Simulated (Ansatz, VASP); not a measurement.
# One calculation of WS2, two programs

Contents of INCAR:

```
SYSTEM = WS2
  PREC = Accurate
  ENCUT = 520
  EDIFF = 1E-6
  ISMEAR = 0
  SIGMA = 0.05
  LREAL = .FALSE.
  LASPH = .TRUE.
  NELM = 80
  ALGO = Normal
  ISIF = 2
  LWAVE = .FALSE.
  LCHARG = .FALSE.
  GGA = CA
  NBANDS = 35
```

The input KPOINTS:

```
Automatic mesh
0
G
  12 12 4
  0 0 0
```

File POSCAR:

```
WS2
1.0
    3.1541676745      0.0000000000      0.0000000000
   -1.5770838372      2.7315893339      0.0000000000
    0.0000000000      0.0000000000     12.2592083320
W S
2 4
Direct
    0.3333333333      0.6666666667      0.2500000000
    0.6666666667      0.3333333333      0.7500000000
    0.3333333333      0.6666666667      0.6282872193
    0.6666666667      0.3333333333      0.1282872193
    0.3333333333      0.6666666667      0.8717127807
    0.6666666667      0.3333333333      0.3717127807
```

Input for Ansatz:

```yaml
crystal:
  lattice:
    - [3.1541676745, 0.0, 0.0]
    - [-1.5770838372, 2.7315893339, 0.0]
    - [0.0, 0.0, 12.259208332]
  atoms:
    - { symbol: W, position: [0.3333333333, 0.6666666667, 0.25] }
    - { symbol: W, position: [0.6666666667, 0.3333333333, 0.75] }
    - { symbol: S, position: [0.3333333333, 0.6666666667, 0.6282872193] }
    - { symbol: S, position: [0.6666666667, 0.3333333333, 0.1282872193] }
    - { symbol: S, position: [0.3333333333, 0.6666666667, 0.8717127807] }
    - { symbol: S, position: [0.6666666667, 0.3333333333, 0.3717127807] }
basis:
  ecutwfc: 420
kpoints:
  mp_grid: { grid: [12, 12, 4] }
hamiltonian:
  xc: lda
  pseudopotentials: { kind: paw, azcp: { folder: soft_1 } }
scf:
  occupations: { method: gaussian, width: 0.05 }
output:
  forces: true
  stress: true
  eigenvalues: true
```

Alike in both runs: task single point; functional LDA; k mesh 12 × 12 × 4; occupations gaussian, width 0.05 eV; no spin polarisation.

```csv
,VASP,Ansatz
version,VASP 6.6.1,Ansatz 0.2.0
potentials or method,"VASP PAW LDA potentials, release 64 (W_sv, S), cutoff 520 eV","scalar-relativistic, plane waves, PAW"
valence electrons in the cell,52,52
```

|  | VASP | Ansatz | Ansatz less VASP |
| --- | --- | --- | --- |
| gap on the k mesh at the Fermi level (eV) | 0.69 | 0.67 | -0.018 |
| least direct gap on the mesh (eV) | 1.63 | 1.62 | -0.010 |
| pressure (GPa) | 5.6 | 5.2 | -0.37 |
| traceless stress, the component that is largest in VASP (GPa) | 6.26 | 6.27 | +0.012 |
| rms of the force components (eV/Å) | 0.666 | 0.644 | -0.0216 |

Ansatz warns that its potentials were made for another functional, while VASP's fit it. LDA's correlation is that of Perdew and Zunger in VASP and of Perdew and Wang (1992) in Ansatz. Atom by atom the forces differ by 0.022 eV/Å (rms over components).

Spin-orbit coupling is off throughout.
